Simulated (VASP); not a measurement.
# Fe (Fd-3m) in VASP: a series of runs

Fe is run at these levels: PBEsol; tasks: single point.

All numbers are computed with VASP 6.6.1; they aren't measurements. Logs are shortened: lines on timing, memory, paths and dates and some standing lists are left out, and cuts for length are marked.

## (1) The cell of the first run

It takes space group Fd-3m (No. 227, cubic). Conventional cell: a = 4.604 Å, b = 4.604 Å, c = 4.604 Å, α = 90.00°, β = 90.00°, γ = 90.00°. Within 2.6 Å of Fe (site symmetry -43m) lie 4 Fe at 1.99 Å.

## (2) Single point, PBEsol, collinear spin, antiferromagnetic start (volume scaled by 0.88)

INCAR reads:

```
SYSTEM = Fe
PREC = Accurate
ENCUT = 520
EDIFF = 1E-7
ISMEAR = -1
SIGMA = 0.05
LREAL = .FALSE.
LASPH = .TRUE.
NELM = 150
ALGO = Normal
ISIF = 2
LWAVE = .FALSE.
LCHARG = .FALSE.
ISPIN = 2
MAGMOM = 2.5 -2.5
LORBIT = 11
LMAXMIX = 4
GGA = PS
NBANDS = 19
```

KPOINTS reads:

```
regular mesh
0
G
  13 13 13
  0 0 0
```

POSCAR reads:

```
Fe
1.0
    0.0000000000      2.3021880237      2.3021880237
    2.3021880237      0.0000000000      2.3021880237
    2.3021880237      2.3021880237      0.0000000000
Fe
2
Direct
    0.1250000000      0.1250000000      0.1250000000
    0.8750000000      0.8750000000      0.8750000000
```

Potentials or basis: VASP PAW PBE potentials, release 64 (Fe).

Launch:

```
cat potpaw_PBE.64/Fe/POTCAR > POTCAR
mpirun -np 1 vasp_std > vasp.out
```

OUTCAR:

```text
SYSTEM = Fe
   PREC = Accurate
   ENCUT = 520
   EDIFF = 1E-7
   ISMEAR = -1
   LREAL = .FALSE.
   LASPH = .TRUE.
   NELM = 150
   ISIF = 2
   ISPIN = 2
   LORBIT = 11
   GGA = PS

 ion  position               nearest neighbor table
   1  0.125  0.125  0.125-   2 1.99   2 1.99   2 1.99   2 1.99
   2  0.875  0.875  0.875-   1 1.99   1 1.99   1 1.99   1 1.99

  LATTYP: Found a face centered cubic cell.
 ALAT       =     4.6043760474

  Lattice vectors:

 A1 = (   0.0000000000,   2.3021880237,   2.3021880237)
 A2 = (   2.3021880237,   0.0000000000,   2.3021880237)
 A3 = (   2.3021880237,   2.3021880237,   0.0000000000)

Analysis of symmetry for initial positions (statically):
=====================================================================
 Subroutine PRICEL returns:
 Original cell was already a primitive cell.

 Routine SETGRP: Setting up the symmetry group for a
 face centered cubic supercell.

 Subroutine GETGRP returns: Found 48 space group operations
 (whereof 12 operations were pure point group operations)
 out of a pool of 48 trial point group operations.

The static configuration has the point symmetry D_3d.
 The point group associated with its full space group is O_h .

Analysis of symmetry for dynamics (positions and initial velocities):
=====================================================================
 Subroutine PRICEL returns:
 Original cell was already a primitive cell.

 Routine SETGRP: Setting up the symmetry group for a
 face centered cubic supercell.

 Subroutine GETGRP returns: Found 48 space group operations
 (whereof 12 operations were pure point group operations)
 out of a pool of 48 trial point group operations.

The dynamic configuration has the point symmetry D_3d.
 The point group associated with its full space group is O_h .

Analysis of structural, dynamic, and magnetic symmetry:
=====================================================================
 Subroutine PRICEL returns:
 Original cell was already a primitive cell.

 Routine SETGRP: Setting up the symmetry group for a
 face centered cubic supercell.

 Subroutine GETGRP returns: Found 48 space group operations
 (whereof 12 operations were pure point group operations)
 out of a pool of 48 trial point group operations.

The overall configuration has the point symmetry D_3d.
 The point group associated with its full space group is O_h .

 Subroutine INISYM returns: Found 48 space group operations
 (whereof 12 operations are pure point group operations),
 and found     1 'primitive' translations

----------------------------------------------------------------------------------------

                                     Primitive cell

  volume of cell :      24.4035

  direct lattice vectors                    reciprocal lattice vectors
     0.000000000  2.302188024  2.302188024    -0.217184693  0.217184693  0.217184693
     2.302188024  0.000000000  2.302188024     0.217184693 -0.217184693  0.217184693
     2.302188024  2.302188024  0.000000000     0.217184693  0.217184693 -0.217184693

  length of vectors
     3.255785526  3.255785526  3.255785526     0.376174924  0.376174924  0.376174924

  position of ions in fractional coordinates (direct lattice)
     0.125000000  0.125000000  0.125000000
     0.875000000  0.875000000  0.875000000

  ion indices of the primitive-cell ions
   primitive index   ion index
                 1           1
                 2           2

----------------------------------------------------------------------------------------

 KPOINTS: regular mesh

Automatic generation of k-mesh.
 Grid dimensions read from file:
 generate k-points for:   13   13   13

 Generating k-lattice:

  Cartesian coordinates                     Fractional coordinates (reciprocal lattice)
    -0.016706515  0.016706515  0.016706515     0.076923077  0.000000000  0.000000000
     0.016706515 -0.016706515  0.016706515     0.000000000  0.076923077  0.000000000
     0.016706515  0.016706515 -0.016706515     0.000000000  0.000000000  0.076923077

  Length of vectors
     0.028936533  0.028936533  0.028936533

  Shift w.r.t. Gamma in fractional coordinates (k-lattice)
     0.000000000  0.000000000  0.000000000

 Subroutine IBZKPT returns following result:
 ===========================================

 Found     84 irreducible k-points:

 Following reciprocal coordinates:
            Coordinates               Weight
  0.000000  0.000000  0.000000      1.000000
  0.076923  0.000000  0.000000      8.000000
  0.153846  0.000000  0.000000      8.000000
  0.230769  0.000000  0.000000      8.000000
  0.307692  0.000000  0.000000      8.000000
  0.384615  0.000000  0.000000      8.000000
[... 16 lines left out ...]
  0.384615  0.153846  0.000000     24.000000
  0.461538  0.153846  0.000000     24.000000
 [... further k-points ...]
   k-points           NKPTS =     84   k-points in BZ     NKDIM =     84   number of bands    NBANDS=     19
   number of dos      NEDOS =    301   number of ions     NIONS =      2
   total plane-waves  NPLWV =  13824
   dimension x,y,z NGX =    24 NGY =   24 NGZ =   24
   dimension x,y,z NGXF=    48 NGYF=   48 NGZF=   48
   ions per type =               2
   NGX,Y,Z   is equivalent  to a cutoff of  12.25, 12.25, 12.25 a.u.
   NGXF,Y,Z  is equivalent  to a cutoff of  24.51, 24.51, 24.51 a.u.
 SYSTEM =  Fe
   PREC   = accura    normal or accurate (medium, high low for compatibility)
   ISTART =      0    job   : 0-new  1-cont  2-samecut
   ICHARG =      2    charge: 1-file 2-atom 10-const
   ISPIN  =      2    spin polarized calculation?
   LNONCOLLINEAR =      F non collinear calculations
   LSORBIT =      F    spin-orbit coupling
   LASPH  =      T    aspherical Exc in radial PAW
   ENCUT  =  520.0 eV  38.22 Ry    6.18 a.u.   6.05  6.05  6.05*2*pi/ulx,y,z
   NELM   =    150;   NELMIN=  2; NELMDL= -5     # of ELM steps
   EDIFF  = 0.1E-06   stopping-criterion for ELM
   LREAL  =      F    real-space projection
   EDIFFG = 0.1E-05   stopping-criterion for IOM
   NSW    =      0    number of steps for IOM
   IBRION =     -1    ionic relax: 0-MD 1-quasi-New 2-CG
   NFREE  =      0    steps in history (QN), initial steepest desc. (CG)
   ISIF   =      2    stress and relaxation
   ISYM   =      2    0-nonsym 1-usesym 2-fastsym
   POTIM  = 0.5000    time-step for ionic-motion
   TEBEG  =    0.0;   TEEND  =   0.0 temperature during run
   PSTRESS=    0.0 pullay stress
   NELECT =      16.0000    total number of electrons
   NUPDOWN=      -1.0000    fix difference up-down
   EMIN   =  10.00;   EMAX   =-10.00  energy-range for DOS
   EFERMI =   0.00;   METHOD = LEGACY
   ISMEAR =    -1;   SIGMA  =   0.05  broadening in eV -4-tet -1-fermi 0-gaus
   EFERMI_NEDOS =   21; number of points for ismear=-14 and -15
   IALGO  =     38    algorithm
   IMIX   =      4    mixing-type and parameters
     AMIX     =   0.40;   BMIX     =  1.00
     AMIX_MAG =   1.60;   BMIX_MAG =  1.00
  volume/ion in A,a.u.               =      12.20        82.34
  Fermi-wavevector in a.u.,A,eV,Ry     =   1.422211  2.687589 27.520289  2.022684
  Thomas-Fermi vector in A             =   2.542939
   LORBIT       =     11    0 simple, 1 ext, 2 COOP (PROOUT), +10 PAW based schemes
   GGA     = PS    functional components
   LHFCALC =     F    Hartree Fock is set to
   AEXX    =    0.0000 exact exchange contribution
   IVDW    =     0    specifies the selected vdW correction
   LEPSILON=     F    determine dielectric tensor
   LRPA    =     F    only Hartree local field effects (RPA)
 spin polarized calculation
  energy-cutoff  :      520.00
  volume of cell :       24.40
 maximum number of plane-waves:       670
   NGX = 13   NGY = 13   NGZ = 13

 number of electron      16.0000014 magnetization       0.0000000

 number of electron      16.0000014 magnetization      -0.0000000

 Free energy of the ion-electron system (eV)
  ---------------------------------------------------
  ext. energy  EPLUGINS =         0.00000000
  ---------------------------------------------------
  free energy    TOTEN  =       -15.10127177 eV

  energy without entropy =      -15.08546785  energy(sigma->0) =      -15.09336981

 E-fermi :   4.9920     XC(G=0): -12.5867

 val. band max:        4.9676075216   @ k =   0.3846   0.3846   0.0000
 cond. band min:       5.0050407863   @ k =   0.2308   0.2308   0.0000
 fundamental gap:      0.0374332648
 Fermi energy:         4.9919698297

 spin component 1

 k-point     1 :       0.0000    0.0000    0.0000
  band No.  band energies     occupation
      1      -2.5425      1.00000
      2       1.5166      1.00000
      3       1.5166      1.00000
      4       2.0526      1.00000
      5       2.0526      1.00000
      6       2.0526      1.00000
[... 11 lines left out ...]
     18      21.8886      0.00000
     19      24.3032      0.00000

 k-point     2 :       0.0769    0.0000    0.0000
  band No.  band energies     occupation
      1      -2.4031      1.00000
      2       1.4440      1.00000
      3       1.4440      1.00000
      4       2.0606      1.00000
      5       2.1658      1.00000
      6       2.1658      1.00000
[... 11 lines left out ...]
     18      23.5262      0.00000
     19      25.1079      0.00000

 k-point     3 :       0.1538    0.0000    0.0000
  band No.  band energies     occupation
      1      -1.9954      1.00000
      2       1.3421      1.00000
      3       1.3421      1.00000
      4       2.0962      1.00000
      5       2.3618      1.00000
      6       2.3618      1.00000
[... 11 lines left out ...]
     18      24.1985      0.00000
     19      24.1985      0.00000

 k-point     4 :       0.2308    0.0000    0.0000
  band No.  band energies     occupation
      1      -1.3552      1.00000
      2       1.3031      1.00000
      3       1.3031      1.00000
      4       2.1840      1.00000
      5       2.4749      1.00000
      6       2.4749      1.00000
[... 407 lines left out ...]
     18      25.2080      0.00000
     19      27.9208      0.00000

 k-point    23 :       0.3846    0.1538    0.0000
  band No.  band energies     occupation
      1       0.0508      1.00000
      2       0.8055      1.00000
      3       2.0224      1.00000
      4       2.1060      1.00000
      5       2.2209      1.00000
      6       2.8941      1.00000
[... 11 lines left out ...]
     18      24.4536      0.00000
     19      28.0229      0.00000

 k-point    24 :       0.4615    0.1538    0.0000
  band No.  band energies     occupation
      1       0.6292      1.00000
      2       0.9159      1.00000
      3       1.8828      1.00000
      4       2.1815      1.00000
      5       2.1965      1.00000
      6       2.8400      1.00000
[... 11 lines left out ...]
     18      25.3628      0.00000
     19      28.1191      0.00000

 [... further k-points ...]

 spin component 2

 k-point     1 :       0.0000    0.0000    0.0000
  band No.  band energies     occupation
      1      -2.5425      1.00000
      2       1.5166      1.00000
      3       1.5166      1.00000
      4       2.0526      1.00000
      5       2.0526      1.00000
      6       2.0526      1.00000
[... 11 lines left out ...]
     18      21.8886      0.00000
     19      24.3032      0.00000

 k-point     2 :       0.0769    0.0000    0.0000
  band No.  band energies     occupation
      1      -2.4031      1.00000
      2       1.4440      1.00000
      3       1.4440      1.00000
      4       2.0606      1.00000
      5       2.1658      1.00000
      6       2.1658      1.00000
[... 11 lines left out ...]
     18      23.5262      0.00000
     19      25.1082      0.00000

 k-point     3 :       0.1538    0.0000    0.0000
  band No.  band energies     occupation
      1      -1.9954      1.00000
      2       1.3421      1.00000
      3       1.3421      1.00000
      4       2.0962      1.00000
      5       2.3618      1.00000
      6       2.3618      1.00000
[... 11 lines left out ...]
     18      24.1985      0.00000
     19      24.1985      0.00000

 k-point     4 :       0.2308    0.0000    0.0000
  band No.  band energies     occupation
      1      -1.3552      1.00000
      2       1.3031      1.00000
      3       1.3031      1.00000
      4       2.1840      1.00000
      5       2.4749      1.00000
      6       2.4749      1.00000
[... 407 lines left out ...]
     18      25.2080      0.00000
     19      27.9208      0.00000

 k-point    23 :       0.3846    0.1538    0.0000
  band No.  band energies     occupation
      1       0.0508      1.00000
      2       0.8055      1.00000
      3       2.0224      1.00000
      4       2.1060      1.00000
      5       2.2209      1.00000
      6       2.8941      1.00000
[... 11 lines left out ...]
     18      24.4536      0.00000
     19      28.0229      0.00000

 k-point    24 :       0.4615    0.1538    0.0000
  band No.  band energies     occupation
      1       0.6292      1.00000
      2       0.9159      1.00000
      3       1.8828      1.00000
      4       2.1815      1.00000
      5       2.1965      1.00000
      6       2.8400      1.00000
[... 11 lines left out ...]
     18      25.3628      0.00000
     19      28.1191      0.00000

 [... further k-points ...]
[... 5 lines left out ...]
  --------------------------------------------------------------------------------------
  -------------------------------------------------------------------------------------
  Total        3.9229732      3.9229732      3.9229732      0.0000000     -0.0000000      0.0000000
  in kB      257.5571174    257.5571174    257.5571174      0.0000000     -0.0000000      0.0000000
  external PRESSURE =     257.5571174 kB  Pullay stress =       0.0000000 kB

 VOLUME and BASIS-vectors are now :
 -----------------------------------------------------------------------------
  energy-cutoff  :      520.00
  volume of cell :       24.40
      direct lattice vectors                 reciprocal lattice vectors
     0.000000000  2.302188024  2.302188024    -0.217184693  0.217184693  0.217184693
     2.302188024  0.000000000  2.302188024     0.217184693 -0.217184693  0.217184693
     2.302188024  2.302188024  0.000000000     0.217184693  0.217184693 -0.217184693

 POSITION                                       TOTAL-FORCE (eV/Angst)
 -----------------------------------------------------------------------------------
      0.57555      0.57555      0.57555         0.000000      0.000000      0.000000
      4.02883      4.02883      4.02883        -0.000000     -0.000000     -0.000000
 -----------------------------------------------------------------------------------
    total drift:                                0.000000      0.000000      0.000000

  FREE ENERGIE OF THE ION-ELECTRON SYSTEM (eV)
  ---------------------------------------------------
  free  energy   TOTEN  =       -15.1012717738 eV

  energy  without entropy=      -15.0854678549  energy(sigma->0) =      -15.09336981

 total charge

# of ion       s       p       d       tot
------------------------------------------
    1        0.654   0.549   6.652   7.855
    2        0.654   0.549   6.652   7.855
--------------------------------------------------
tot          1.308   1.098  13.304  15.711

 magnetization (x)

# of ion       s       p       d       tot
------------------------------------------
    1        0.000   0.000   0.000   0.000
    2       -0.000  -0.000  -0.000  -0.000
--------------------------------------------------
tot          0.000   0.000   0.000   0.000
```

Wall time 27 s (1 thread of Intel Xeon 6975P-C (Granite Rapids), shared host); peak memory 0.18 GiB.

What came out:

| Item | Value |
| --- | --- |
| Free energy | -15.1013 eV |
| Pressure | 25.8 GPa |
| Band gap on the k mesh | zero (filled and empty bands overlap) |
| Net moment | 0.00 μB per cell |
| Valence electrons inside the program's atomic spheres | Fe 7.86 |

Caveat: the starting moments collapsed, and a magnetic state may lie lower; the PAW data sets were made with another functional, which shifts forces and pressure a little.

(Part 1 of 2 ends here.)
